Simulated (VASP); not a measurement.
Runs of VASP 6.6.1 on Mo. The structure is that of space group Fm-3m (No. 225), or close to it. The cells are those of the table. This isn't the form of Mo at room conditions, which is bcc.

| task | cell | gap on the mesh (eV) | pressure (GPa) |
| --- | --- | --- | --- |
| single point | a = 2.735 Å, angles 60.0°, 1 atom | none | 16.6 |
| single point | a = 2.665 Å, angles 60.0°, 1 atom | none | 46.7 |
| relaxation of cell and atoms | relaxed to 15 GPa from a = 2.800 Å, angles 60.0°, 1 atom | none | 15.0 |
| single point | a = 2.781 Å, angles 60.0°, 1 atom | none | (a) |
| relaxation of cell and atoms | relaxed to 45 GPa from a = 2.800 Å, angles 60.0°, 1 atom | none | 45.1 |

Alike in all rows: level LDA; potentials or basis VASP PAW LDA potentials, release 64 (Mo_sv); no spin polarisation; k mesh 10 × 10 × 10; cutoff (eV) 500; smearing methfessel-paxton 0.1 eV.

Task: Fill in the values left out.

Result: (a) 1.1.

Caveats: the cell stands under pressure (at least some runs); the cell is relaxed towards a set pressure, so the run minimises the enthalpy, not the energy (at least some runs).

A k mesh can miss the band edges, and the runs leave out spin-orbit coupling on Mo.

A gap of «none» marks levels without a gap at the run's occupations.
